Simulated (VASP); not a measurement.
Wanted: the native input for a VASP 6.6.1 run.

| Property | Result |
| --- | --- |
| Task | single point |
| Functional | PBE |
| Potentials or basis | VASP PAW PBE potentials, release 64 (Sb, As) |
| Cutoff | 520 eV |
| k mesh | 4 × 4 × 2 |
| Occupations | gaussian, width 0.1 eV |
| Spin | no spin polarisation |
| Dipole correction | no |
| Further INCAR settings | ALGO = Normal; EDIFF = 1e-07; NBANDS = 18 |

The structure of Sb3As lies in POSCAR:

```
Sb3As
1.0
    3.7055091125      0.0000000000      0.0000000000
    0.0000000000      3.7055091125      0.0000000000
    0.0000000000      0.0000000000      7.4398555926
Sb As
3 1
Direct
    0.5000000000      0.5000000000      0.2353725431
    0.5000000000      0.5000000000      0.7646274569
    0.0000000000      0.0000000000      0.5000000000
    0.0000000000      0.0000000000      0.0000000000
```

The cell was generated, and may not be a known phase.

The input as run:

INCAR

```
PREC     = Accurate       # precision mode
ENCUT    = 520            # plane-wave cutoff, eV
EDIFF    = 1E-7           # SCF threshold, eV
ISMEAR   = 0              # smearing method
SIGMA    = 0.1            # smearing width, eV
LREAL    = F              # projectors in reciprocal space
LASPH    = T              # aspherical terms in the spheres
NELM     = 100            # most SCF steps
ALGO     = Normal         # electronic algorithm
ISIF     = 2              # what is computed and relaxed
LWAVE    = F              # write WAVECAR
LCHARG   = F              # write CHGCAR
GGA      = PE             # functional
NBANDS   = 18             # bands
```

KPOINTS

```
Automatic mesh
0
Gamma
  4 4 2
```

Potentials or basis: VASP PAW PBE potentials, release 64 (Sb, As).

Launch:

```console
$ cat potpaw_PBE.64/Sb/POTCAR potpaw_PBE.64/As/POTCAR > POTCAR
$ mpirun -np 1 vasp_std > vasp.out
```

It gave:

```json
{"Pressure": "-0.4 GPa", "Band gap on the k mesh": "zero (bands 10 and 11 overlap by 4.00 eV)"}
```

Caveat: the k points lie up to 0.42 Å⁻¹ apart, too coarse for converged energies and pressures of a metal; spin-orbit coupling is left out, which moves the levels of the heavy elements.

Run time: 18 s on 1 thread of Oxide Virtual Turin-like Processor, with other jobs on the host, peak memory 0.17 GiB.
